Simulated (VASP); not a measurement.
AlP:

```
Al P
1.0
     0.00000    2.69458    2.69458
     2.69458    0.00000    2.69458
     2.69458    2.69458    0.00000
Al P
1 1
Direct
  0.00000 0.00000 0.00000
  0.25000 0.25000 0.25000
```

Base run:

* Program: VASP 6.6.1
* Functional: PBE
* Potentials or basis: VASP PAW PBE potentials, release 64 (Al, P)
* Cutoff: 500 eV
* k mesh: 6 × 6 × 6
* Occupations: gaussian, width 0.01 eV
* Spin: no spin polarisation

Its results: band gap on the k mesh 1.50 eV, indirect (least direct gap 3.64 eV); pressure 6.1 GPa.

Q: The run is repeated on the same cell with these changes: k mesh from 6 × 6 × 6 to 4 × 4 × 4. What comes out?

A: Band gap on the k mesh 1.47 eV, indirect (least direct gap 3.64 eV); pressure 6.6 GPa.

Caveats: some runs use coarse meshes.

A k mesh can miss the band edges.
